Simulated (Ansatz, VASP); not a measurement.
AlCu3 in VASP and in Ansatz

```
CELL_PARAMETERS angstrom
0.00000 2.88347 2.88347
2.88347 0.00000 2.88347
2.88347 2.88347 0.00000
ATOMIC_POSITIONS crystal
Al 0.00000 0.00000 0.00000
Cu 0.50000 0.50000 0.50000
Cu 0.26951 0.23049 0.26951
Cu 0.73049 0.76951 0.73049
```

Change from the starting cell: mode 4 (160.0 1/cm) frozen in, largest displacement +0.113 Å.

Alike in both runs: task single point; functional PBEsol; k mesh 14 × 14 × 14; occupations gaussian, width 0.15 eV; no spin polarisation.

|  | VASP | Ansatz |
| --- | --- | --- |
| version | VASP 6.6.1 | Ansatz 0.2.0 |
| potentials or method | VASP PAW PBE potentials, release 64 (Al, Cu), cutoff 520 eV | scalar-relativistic, plane waves, PAW |
| valence electrons in the cell | 36 | 60 |

VASP gave:

| Item | Value |
| --- | --- |
| gap on the k mesh at the Fermi level (eV) | none |
| pressure (GPa) | 1.9 |
| traceless stress, the component that is largest in VASP (GPa) | 0.07 |
| rms of the force components (eV/Å) | 0.301 |

Which values does Ansatz return?

gap on the k mesh at the Fermi level (eV): none; pressure (GPa): 1.2; traceless stress, the component that is largest in VASP (GPa): 0.08; rms of the force components (eV/Å): 0.298.

VASP's potentials were made for PBE, not for PBEsol. Atom by atom the forces differ by 0.003 eV/Å (rms over components). A gap of «none» marks a metal or a gap that the smearing closes. VASP's potentials hold 36 valence electrons a cell and Ansatz's 60, so a difference there can come from the potentials and not from the codes.
